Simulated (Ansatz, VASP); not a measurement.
SnPt3: VASP beside Ansatz

INCAR

```
SYSTEM = SnPt3
PREC     = Accurate       ! precision mode
ENCUT    = 600            ! plane-wave cutoff, eV
EDIFF    = 1E-6           ! SCF threshold, eV
ISMEAR   = -1             ! smearing method
SIGMA    = 0.15           ! smearing width, eV
LREAL    = .False.        ! projectors in reciprocal space
LASPH    = .True.         ! aspherical terms in the spheres
NELM     = 100            ! most SCF steps
ALGO     = Fast           ! electronic algorithm
ISIF     = 3              ! what is computed and relaxed
LWAVE    = .False.        ! write WAVECAR
LCHARG   = .False.        ! write CHGCAR
IBRION   = 2              ! ionic algorithm
NSW      = 80             ! ionic steps
EDIFFG   = -0.001         ! ionic threshold
```

File KPOINTS:

```
Automatic mesh
0
Gamma
  10 10 10
  0 0 0
```

Contents of POSCAR:

```
SnPt3
1.0
    3.9796972589      0.0000000000      0.0000000000
    0.0000000000      3.9796972589      0.0000000000
    0.0000000000      0.0000000000      3.9796972589
Sn Pt
1 3
Direct
    0.0000000000      0.0000000000      0.0000000000
    0.0000000000      0.5000000000      0.5000000000
    0.5000000000      0.0000000000      0.5000000000
    0.5000000000      0.5000000000      0.0000000000
```

Input for Ansatz:

```yaml
crystal:
  lattice:
    - [3.9796972589, 0.0, 0.0]
    - [0.0, 3.9796972589, 0.0]
    - [0.0, 0.0, 3.9796972589]
  atoms:
    - { symbol: Sn, position: [0.0, 0.0, 0.0] }
    - { symbol: Pt, position: [0.0, 0.5, 0.5] }
    - { symbol: Pt, position: [0.5, 0.0, 0.5] }
    - { symbol: Pt, position: [0.5, 0.5, 0.0] }
basis:
  ecutwfc: 420
kpoints:
  mp_grid: { grid: [10, 10, 10] }
hamiltonian:
  xc: lda
scf:
  occupations: { method: fermi_dirac, width: 0.15 }
output:
  forces: true
  stress: true
  eigenvalues: true
relax:
  adjacent_minimum: "off"
  f_tol: 0.001
  max_steps: 60
  cell: { stress_tol: 0.01 }
```

Alike in both runs: task relaxation of cell and atoms; functional LDA; k mesh 10 × 10 × 10; occupations fermi-dirac, width 0.15 eV; no spin polarisation.

|  | VASP | Ansatz |
| --- | --- | --- |
| version | VASP 6.6.1 | Ansatz 0.2.0 |
| potentials or method | VASP PAW LDA potentials, release 64 (Sn_d, Pt), cutoff 600 eV | scalar-relativistic, plane waves, PAW |
| valence electrons in the cell | 44 | 68 |

Ansatz gave:

| Item | Value |
| --- | --- |
| gap on the k mesh at the Fermi level, each at its own relaxed structure (eV) | none |
| relaxed volume (Å³/atom) | 15.77 |
| relaxed length of the cell vector where the two differ most in proportion (Å) | 3.980 |

Which values does VASP return?

gap on the k mesh at the Fermi level, each at its own relaxed structure (eV): none; relaxed volume (Å³/atom): 15.82; relaxed length of the cell vector where the two differ most in proportion (Å): 3.985.

LDA's correlation is that of Perdew and Zunger in VASP and of Perdew and Wang (1992) in Ansatz. A gap of «none» marks a metal or a gap that the smearing closes. VASP's potentials hold 44 valence electrons a cell and Ansatz's 68, so a difference there can come from the potentials and not from the codes.

Spin-orbit coupling is off throughout.
